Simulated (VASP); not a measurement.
# K (P6/mmm) in VASP: further runs

The runs below take K through single point, relaxation of cell and atoms, with PBE.

Program: VASP 6.6.1. These are calculated values, not measurements. Logs are shortened: lines on timing, memory, paths and dates and some standing lists are left out, and cuts for length are marked.

## (1) The cell of the first run

The structure is hexagonal, space group P6/mmm (No. 191). Conventional cell: a = 4.545 Å, b = 4.545 Å, c = 4.280 Å, α = 90.00°, β = 90.00°, γ = 120.00°. Within 5.6 Å of K (site symmetry 6/mmm) lie 8 K at 4.28 to 4.55 Å.

## (2) Single point, PBE

INCAR

```
SYSTEM = K
PREC = Accurate ; ENCUT = 520
EDIFF = 1E-6 ; ISMEAR = 0
SIGMA = 0.1 ; LREAL = .FALSE.
LASPH = .TRUE. ; NELM = 100
ALGO = Normal ; ISIF = 2
LWAVE = .FALSE. ; LCHARG = .FALSE.
GGA = PE ; NBANDS = 10
```

KPOINTS

```
regular mesh
0
G
  15 15 14
  0 0 0
```

POSCAR

```
K
1.0
    4.5450669324      0.0000000000      0.0000000000
   -2.2725334662      3.9361434254      0.0000000000
    0.0000000000      0.0000000000      4.2798779308
K
1
Direct
    0.0000000000      0.0000000000      0.0000000000
```

Potentials or basis: VASP PAW PBE potentials, release 64 (K_sv).

Started as:

```
$ cat potpaw_PBE.64/K_sv/POTCAR > POTCAR
$ mpirun -np 1 vasp_std > vasp.out
```

OUTCAR:

```text
SYSTEM = K
   PREC = Accurate
   ENCUT = 520
   EDIFF = 1E-6
   ISMEAR = 0
   LREAL = .FALSE.
   LASPH = .TRUE.
   NELM = 100
   ISIF = 2
   GGA = PE

 ion  position               nearest neighbor table
   1  0.000  0.000  0.000-

  LATTYP: Found a hexagonal cell.
 ALAT       =     4.5450669324
 C/A-ratio  =     0.9416534442

  Lattice vectors:

 A1 = (   4.5450669324,   0.0000000000,   0.0000000000)
 A2 = (  -2.2725334662,   3.9361434254,   0.0000000000)
 A3 = (   0.0000000000,   0.0000000000,   4.2798779308)

Analysis of symmetry for initial positions (statically):
=====================================================================
 Subroutine PRICEL returns:
 Original cell was already a primitive cell.

 Routine SETGRP: Setting up the symmetry group for a
 hexagonal supercell.

 Subroutine GETGRP returns: Found 24 space group operations
 (whereof 24 operations were pure point group operations)
 out of a pool of 24 trial point group operations.

The static configuration has the point symmetry D_6h.

Analysis of symmetry for dynamics (positions and initial velocities):
=====================================================================
 Subroutine PRICEL returns:
 Original cell was already a primitive cell.

 Routine SETGRP: Setting up the symmetry group for a
 hexagonal supercell.

 Subroutine GETGRP returns: Found 24 space group operations
 (whereof 24 operations were pure point group operations)
 out of a pool of 24 trial point group operations.

The dynamic configuration has the point symmetry D_6h.

 Subroutine INISYM returns: Found 24 space group operations
 (whereof 24 operations are pure point group operations),
 and found     1 'primitive' translations

----------------------------------------------------------------------------------------

                                     Primitive cell

  volume of cell :      76.5672

  direct lattice vectors                    reciprocal lattice vectors
     4.545066932  0.000000000  0.000000000     0.220018762  0.127027892  0.000000000
    -2.272533466  3.936143425  0.000000000     0.000000000  0.254055783  0.000000000
     0.000000000  0.000000000  4.279877931     0.000000000  0.000000000  0.233651524

  length of vectors
     4.545066932  4.545066932  4.279877931     0.254055783  0.254055783  0.233651524

  position of ions in fractional coordinates (direct lattice)
     0.000000000  0.000000000  0.000000000

  ion indices of the primitive-cell ions
   primitive index   ion index
                 1           1

----------------------------------------------------------------------------------------

 KPOINTS: regular mesh

Automatic generation of k-mesh.
 Grid dimensions read from file:
 generate k-points for:   15   15   14

 Generating k-lattice:

  Cartesian coordinates                     Fractional coordinates (reciprocal lattice)
     0.014667917  0.008468526  0.000000000     0.066666667 -0.000000000  0.000000000
     0.000000000  0.016937052  0.000000000     0.000000000  0.066666667  0.000000000
     0.000000000  0.000000000  0.016689395     0.000000000  0.000000000  0.071428571

  Length of vectors
     0.016937052  0.016937052  0.016689395

  Shift w.r.t. Gamma in fractional coordinates (k-lattice)
     0.000000000  0.000000000  0.000000000

 Subroutine IBZKPT returns following result:
 ===========================================

 Found    216 irreducible k-points:

 Following reciprocal coordinates:
            Coordinates               Weight
  0.000000  0.000000  0.000000      1.000000
  0.066667  0.000000  0.000000      6.000000
  0.133333  0.000000  0.000000      6.000000
  0.200000  0.000000  0.000000      6.000000
  0.266667  0.000000  0.000000      6.000000
  0.333333  0.000000  0.000000      6.000000
[... 16 lines left out ...]
  0.333333  0.200000  0.000000     12.000000
  0.400000  0.200000  0.000000      6.000000
 [... further k-points ...]
   k-points           NKPTS =    216   k-points in BZ     NKDIM =    216   number of bands    NBANDS=     10
   number of dos      NEDOS =    301   number of ions     NIONS =      1
   total plane-waves  NPLWV =  41472
   dimension x,y,z NGX =    36 NGY =   36 NGZ =   32
   dimension x,y,z NGXF=    72 NGYF=   72 NGZF=   64
   ions per type =               1
   NGX,Y,Z   is equivalent  to a cutoff of  13.17, 13.17, 12.43 a.u.
   NGXF,Y,Z  is equivalent  to a cutoff of  26.34, 26.34, 24.86 a.u.
 SYSTEM =  K
   PREC   = accura    normal or accurate (medium, high low for compatibility)
   ISTART =      0    job   : 0-new  1-cont  2-samecut
   ICHARG =      2    charge: 1-file 2-atom 10-const
   ISPIN  =      1    spin polarized calculation?
   LNONCOLLINEAR =      F non collinear calculations
   LSORBIT =      F    spin-orbit coupling
   LASPH  =      T    aspherical Exc in radial PAW
   ENCUT  =  520.0 eV  38.22 Ry    6.18 a.u.   8.45  8.45  7.96*2*pi/ulx,y,z
   NELM   =    100;   NELMIN=  2; NELMDL= -5     # of ELM steps
   EDIFF  = 0.1E-05   stopping-criterion for ELM
   LREAL  =      F    real-space projection
   EDIFFG = 0.1E-04   stopping-criterion for IOM
   NSW    =      0    number of steps for IOM
   IBRION =     -1    ionic relax: 0-MD 1-quasi-New 2-CG
   NFREE  =      0    steps in history (QN), initial steepest desc. (CG)
   ISIF   =      2    stress and relaxation
   ISYM   =      2    0-nonsym 1-usesym 2-fastsym
   POTIM  = 0.5000    time-step for ionic-motion
   TEBEG  =    0.0;   TEEND  =   0.0 temperature during run
   PSTRESS=    0.0 pullay stress
   NELECT =       9.0000    total number of electrons
   NUPDOWN=      -1.0000    fix difference up-down
   EMIN   =  10.00;   EMAX   =-10.00  energy-range for DOS
   EFERMI =   0.00;   METHOD = LEGACY
   ISMEAR =     0;   SIGMA  =   0.10  broadening in eV -4-tet -1-fermi 0-gaus
   EFERMI_NEDOS =   21; number of points for ismear=-14 and -15
   IALGO  =     38    algorithm
   IMIX   =      4    mixing-type and parameters
     AMIX     =   0.40;   BMIX     =  1.00
     AMIX_MAG =   1.60;   BMIX_MAG =  1.00
  volume/ion in A,a.u.               =      76.57       516.70
  Fermi-wavevector in a.u.,A,eV,Ry     =   0.801939  1.515445  8.749996  0.643107
  Thomas-Fermi vector in A             =   1.909522
   LORBIT       =      0    0 simple, 1 ext, 2 COOP (PROOUT), +10 PAW based schemes
   GGA     = PE    functional components
   LHFCALC =     F    Hartree Fock is set to
   AEXX    =    0.0000 exact exchange contribution
   IVDW    =     0    specifies the selected vdW correction
   LEPSILON=     F    determine dielectric tensor
   LRPA    =     F    only Hartree local field effects (RPA)
 non-spin polarized calculation
 Gauss-broadening in eV      SIGMA  =   0.10
  energy-cutoff  :      520.00
  volume of cell :       76.57
 maximum number of plane-waves:      2110
 NGX is ok and might be reduce to    36
   NGX = 17   NGY = 17   NGZ = 15

 number of electron       9.0000001 magnetization

 Free energy of the ion-electron system (eV)
  ---------------------------------------------------
  ext. energy  EPLUGINS =         0.00000000
  ---------------------------------------------------
  free energy    TOTEN  =        -0.99162174 eV

  energy without entropy =       -0.98794952  energy(sigma->0) =       -0.98978563

 E-fermi :  -0.1797     XC(G=0):  -5.5499

 val. band max:       -0.1954974194   @ k =   0.3333   0.0667   0.2857
 cond. band min:      -0.1789665858   @ k =   0.4000   0.0667   0.1429
 fundamental gap:      0.0165308336
 Fermi energy:        -0.1796529393

 k-point     1 :       0.0000    0.0000    0.0000
  band No.  band energies     occupation
      1     -32.4381      2.00000
      2     -15.8830      2.00000
      3     -15.8828      2.00000
      4     -15.8828      2.00000
      5      -2.2946      2.00000
      6       2.8005      0.00000
      7       3.9621      0.00000
      8       3.9621      0.00000
      9       6.1091      0.00000
     10       6.1349      0.00000

 k-point     2 :       0.0667    0.0000    0.0000
  band No.  band energies     occupation
      1     -32.4380      2.00000
      2     -15.8860      2.00000
      3     -15.8836      2.00000
      4     -15.8827      2.00000
      5      -2.2449      2.00000
      6       2.8162      0.00000
      7       3.7913      0.00000
      8       3.9980      0.00000
      9       5.7627      0.00000
     10       6.0959      0.00000

 k-point     3 :       0.1333    0.0000    0.0000
  band No.  band energies     occupation
      1     -32.4375      2.00000
      2     -15.8948      2.00000
      3     -15.8857      2.00000
      4     -15.8818      2.00000
      5      -2.0970      2.00000
      6       2.8522      0.00000
      7       3.3849      0.00000
      8       4.1038      0.00000
      9       5.4318      0.00000
     10       6.0592      0.00000

 k-point     4 :       0.2000    0.0000    0.0000
  band No.  band energies     occupation
      1     -32.4368      2.00000
      2     -15.9079      2.00000
      3     -15.8887      2.00000
      4     -15.8804      2.00000
      5      -1.8548      2.00000
      6       2.7829      0.00000
      7       2.9831      0.00000
      8       4.2739      0.00000
      9       5.1552      0.00000
     10       6.0069      0.00000
[... 222 lines left out ...]
 k-point    22 :       0.2667    0.2000    0.0000
  band No.  band energies     occupation
      1     -32.4344      2.00000
      2     -15.9405      2.00000
      3     -15.9093      2.00000
      4     -15.8758      2.00000
      5      -0.5845      2.00000
      6       1.4922      0.00000
      7       2.2745      0.00000
      8       4.7066      0.00000
      9       4.7811      0.00000
     10       5.5459      0.00000

 k-point    23 :       0.3333    0.2000    0.0000
  band No.  band energies     occupation
      1     -32.4340      2.00000
      2     -15.9447      2.00000
      3     -15.9139      2.00000
      4     -15.8751      2.00000
      5      -0.0872      0.19123
      6       0.9947      0.00000
      7       2.0968      0.00000
      8       4.7649      0.00000
      9       4.9155      0.00000
     10       5.4427      0.00000

 k-point    24 :       0.4000    0.2000    0.0000
  band No.  band energies     occupation
      1     -32.4338      2.00000
      2     -15.9461      2.00000
      3     -15.9156      2.00000
      4     -15.8748      2.00000
      5       0.4391      0.00000
      6       0.4615      0.00000
      7       2.0388      0.00000
      8       4.7624      0.00000
      9       5.0205      0.00000
     10       5.4040      0.00000

 [... further k-points ...]

------------------------ aborting loop because EDIFF is reached ----------------------------------------

  FORCE on cell =-STRESS in cart. coord.  units (eV):
  Direction    XX          YY          ZZ          XY          YZ          ZX
  --------------------------------------------------------------------------------------
  -------------------------------------------------------------------------------------
  Total       -0.0043330     -0.0043330     -0.0068889      0.0000000     -0.0000000      0.0000000
  in kB       -0.0906692     -0.0906692     -0.1441509      0.0000000     -0.0000000      0.0000000
  external PRESSURE =      -0.1084965 kB  Pullay stress =       0.0000000 kB

 VOLUME and BASIS-vectors are now :
 -----------------------------------------------------------------------------
  energy-cutoff  :      520.00
  volume of cell :       76.57
      direct lattice vectors                 reciprocal lattice vectors
     4.545066932  0.000000000  0.000000000     0.220018762  0.127027892  0.000000000
    -2.272533466  3.936143425  0.000000000     0.000000000  0.254055783  0.000000000
     0.000000000  0.000000000  4.279877931     0.000000000  0.000000000  0.233651524

 POSITION                                       TOTAL-FORCE (eV/Angst)
 -----------------------------------------------------------------------------------
      0.00000      0.00000      0.00000         0.000000      0.000000      0.000000
 -----------------------------------------------------------------------------------
    total drift:                                0.000000     -0.000000     -0.000000

  FREE ENERGIE OF THE ION-ELECTRON SYSTEM (eV)
  ---------------------------------------------------
  free  energy   TOTEN  =        -0.9916217437 eV

  energy  without entropy=       -0.9879495197  energy(sigma->0) =       -0.98978563
```

Wall time 34 s (1 thread of Intel Xeon 6975P-C (Granite Rapids), shared host); peak memory 0.3 GiB.

What came out:

```
Free energy : -0.9916 eV
Pressure    : 0.0 GPa
```

## (3) Relaxation of cell and atoms, PBE

This run uses another cell than the first one, of 77.78 Å³/atom, 1.016 times its volume.

INCAR

```
PREC = Accurate
ENCUT = 600
EDIFF = 1E-7
ISMEAR = 0
SIGMA = 0.1
LREAL = F
LASPH = T
NELM = 100
ALGO = Normal
ISIF = 3
LWAVE = F
LCHARG = F
GGA = PE
IBRION = 2
NSW = 100
EDIFFG = -0.01
```

KPOINTS

```
regular mesh
0
Gamma
  15 15 14
```

POSCAR

```
K
1.0
    4.5808185515      0.0000000000      0.0000000000
   -2.2904092758      3.9671052357      0.0000000000
    0.0000000000      0.0000000000      4.2802023341
K
1
Direct
    0.0000000000      0.0000000000      0.0000000000
```

Potentials or basis: VASP PAW PBE potentials, release 64 (K_sv).

Started as:

```
$ cat potpaw_PBE.64/K_sv/POTCAR > POTCAR
$ mpirun -np 1 vasp_std > vasp.out
```

OUTCAR:

```text
PREC = Accurate
   ENCUT = 600
   EDIFF = 1E-7
   ISMEAR = 0
   LREAL = F
   LASPH = T
   NELM = 100
   ISIF = 3
   GGA = PE
   IBRION = 2
   NSW = 100
   EDIFFG = -0.01

 ion  position               nearest neighbor table
   1  0.000  0.000  0.000-

  LATTYP: Found a hexagonal cell.
 ALAT       =     4.5808185515
 C/A-ratio  =     0.9343750000

  Lattice vectors:

 A1 = (   4.5808185515,   0.0000000000,   0.0000000000)
 A2 = (  -2.2904092758,   3.9671052357,   0.0000000000)
 A3 = (   0.0000000000,   0.0000000000,   4.2802023341)

Analysis of symmetry for initial positions (statically):
=====================================================================
 Subroutine PRICEL returns:
 Original cell was already a primitive cell.
[... 253 lines left out ...]
 cond. band min:      -0.1816965397   @ k =   0.4000   0.0667   0.1429
 fundamental gap:      0.0160750278
 Fermi energy:        -0.1819321711

 k-point     1 :       0.0000    0.0000    0.0000
  band No.  band energies     occupation
      1     -32.4404      2.00000
      2     -15.8857      2.00000
      3     -15.8855      2.00000
      4     -15.8855      2.00000
      5      -2.2956      2.00000
      6       2.7988      0.00000
      7       3.9582      0.00000
      8       3.9582      0.00000
[... 243 lines left out ...]
 k-point    24 :       0.4000    0.2000    0.0000
  band No.  band energies     occupation
      1     -32.4361      2.00000
      2     -15.9486      2.00000
      3     -15.9181      2.00000
      4     -15.8776      2.00000
      5       0.4358      0.00000
      6       0.4582      0.00000
      7       2.0346      0.00000
      8       4.7610      0.00000

 [... further k-points ...]

------------------------ aborting loop because EDIFF is reached ----------------------------------------

  FORCE on cell =-STRESS in cart. coord.  units (eV):
  Direction    XX          YY          ZZ          XY          YZ          ZX
  --------------------------------------------------------------------------------------
  -------------------------------------------------------------------------------------
  Total       -0.0013709     -0.0013709     -0.0021150      0.0000000     -0.0000000     -0.0000000
  in kB       -0.0286599     -0.0286599     -0.0442143      0.0000000     -0.0000000     -0.0000000
  external PRESSURE =      -0.0338447 kB  Pullay stress =       0.0000000 kB
[... 16 lines left out ...]
  FREE ENERGIE OF THE ION-ELECTRON SYSTEM (eV)
  ---------------------------------------------------
  free  energy   TOTEN  =        -0.9917273336 eV

  energy  without entropy=       -0.9880512915  energy(sigma->0) =       -0.98988931

 reached required accuracy - stopping structural energy minimisation
```

OSZICAR:

```text
N       E                     dE             d eps       ncg     rms          rms(c)
DAV:   1     0.521809321640E+02    0.52181E+02   -0.38510E+03  3456   0.951E+02
DAV:   2     0.775668108440E+00   -0.51405E+02   -0.50853E+02  3512   0.218E+02
[... 26 lines left out ...]
DAV:   5    -0.991722198121E+00   -0.31210E-04   -0.39602E-04  5864   0.138E-01    0.196E-02
DAV:   6    -0.991726471563E+00   -0.42734E-05   -0.62246E-06  4896   0.230E-02    0.655E-03
DAV:   7    -0.991727749143E+00   -0.12776E-05   -0.76451E-07  4888   0.894E-03    0.191E-03
DAV:   8    -0.991727433125E+00    0.31602E-06   -0.42298E-08  2888   0.201E-03    0.603E-04
DAV:   9    -0.991727312448E+00    0.12068E-06   -0.78804E-09  2208   0.985E-04    0.900E-05
DAV:  10    -0.991727333638E+00   -0.21190E-07   -0.15830E-09  2040   0.377E-04
   3 F= -.99172733E+00 E0= -.98988931E+00  d E =-.290781E-03
```

Run time: 1.9 min. Hardware: 1 thread of Intel Xeon 6975P-C (Granite Rapids), shared host; peak memory 0.35 GiB.

What came out:

```yaml
Free_energy: -0.9917 eV
Relaxed_volume: 76.64 Å³/atom
Relaxed_cell: a = 4.547 Å, b = 4.547 Å, c = 4.280 Å, α = 90.00°, β = 90.00°, γ = 120.00°
Space_group_after_relaxing_to_0.05_Å: P6/mmm (No. 191)
Energy_gained_by_relaxing: 0.3 meV/atom
Ionic_steps: 3
Pressure_after_relaxing: 0.0 GPa
```

Step by step:
```
step  energy change (eV)  largest force (eV/Å)  pressure (GPa)  volume (Å³)
   1              0.0000                0.0000           -0.05        77.78
   2             -0.0001                0.0000           -0.04        77.50
   3             -0.0003                0.0000            0.00        76.64
```

Final structure:
```cif
data_structure
_symmetry_space_group_name_H-M 'P 1'
_symmetry_Int_Tables_number 1
_cell_length_a 4.5471
_cell_length_b 4.5471
_cell_length_c 4.2800
_cell_angle_alpha 90.000
_cell_angle_beta 90.000
_cell_angle_gamma 120.000
_cell_volume 76.64
loop_
_atom_site_label
_atom_site_type_symbol
_atom_site_fract_x
_atom_site_fract_y
_atom_site_fract_z
_atom_site_occupancy
K1 K 0.00000 0.00000 0.00000 1
```

## (4) Single point, PBE

This run uses another cell than the first one, of 77.78 Å³/atom, 1.016 times its volume.

INCAR

```
PREC = Accurate ; ENCUT = 520
EDIFF = 1E-7 ; ISMEAR = 0
SIGMA = 0.1 ; LREAL = False
LASPH = True ; NELM = 80
ALGO = Fast ; ISIF = 2
LWAVE = False ; LCHARG = True
GGA = PE ; LELF = True
LVHAR = True ; NBANDS = 10
```

KPOINTS

```
regular mesh
0
Gamma
  6 6 4
```

POSCAR is that of step 3.

Started as:

```
$ cat potpaw_PBE.64/K_sv/POTCAR > POTCAR
$ mpirun -np 1 vasp_std > vasp.out
```

Wall time 21 s (1 thread of Intel Xeon Platinum 8488C (Sapphire Rapids), shared host); peak memory 0.18 GiB.

The run converged. Its results:

```
Free energy : -0.9915 eV
Pressure    : -0.1 GPa
```

Stress tensor (GPa, compression positive):
```
 0.05  0.00  0.00
 0.00  0.05  0.00
 0.00  0.00 -0.25
```

Levels at points of the mesh, in eV from the Fermi level:
| k point | band 1 | band 2 | band 3 | band 4 | band 5 | band 6 | band 7 | band 8 |
| --- | --- | --- | --- | --- | --- | --- | --- | --- |
| (0.00, 0.00, 0.00) | -32.44 | -15.89 | -15.89 | -15.89 | -2.27 | 2.81 | 3.94 | 3.94 |
| (0.50, 0.00, 0.00) | -32.44 | -15.95 | -15.90 | -15.88 | 0.09 | 0.27 | 2.80 | 4.62 |
| (0.00, 0.00, 0.50) | -32.44 | -15.98 | -15.88 | -15.88 | -0.25 | 0.00 | 4.45 | 4.45 |
| (0.50, 0.00, 0.50) | -32.43 | -15.97 | -15.94 | -15.89 | 1.14 | 1.95 | 2.28 | 2.40 |

Caveat: the k points lie up to 0.37 Å⁻¹ apart.

## (5) Summary

```csv
task,cell,k mesh,cutoff (eV),gap on the mesh (eV),pressure (GPa)
single point,"a = 4.545, b = 4.545, c = 4.280 Å, angles 90.0, 90.0, 120.0°, 1 atom",15 × 15 × 14,520,none,0.0
relaxation of cell and atoms,"relaxed from a = 4.581, b = 4.581, c = 4.280 Å, angles 90.0, 90.0, 120.0°, 1 atom",15 × 15 × 14,600,none,0.0
single point,"a = 4.581, b = 4.581, c = 4.280 Å, angles 90.0, 90.0, 120.0°, 1 atom",6 × 6 × 4,520,none,-0.1
```

Alike in all rows: level PBE; potentials or basis VASP PAW PBE potentials, release 64 (K_sv); no spin polarisation; smearing gaussian 0.1 eV.

Caveats: some runs use coarse meshes.

Total energies depend on the potentials used, so only differences within one code and one set of settings carry meaning.
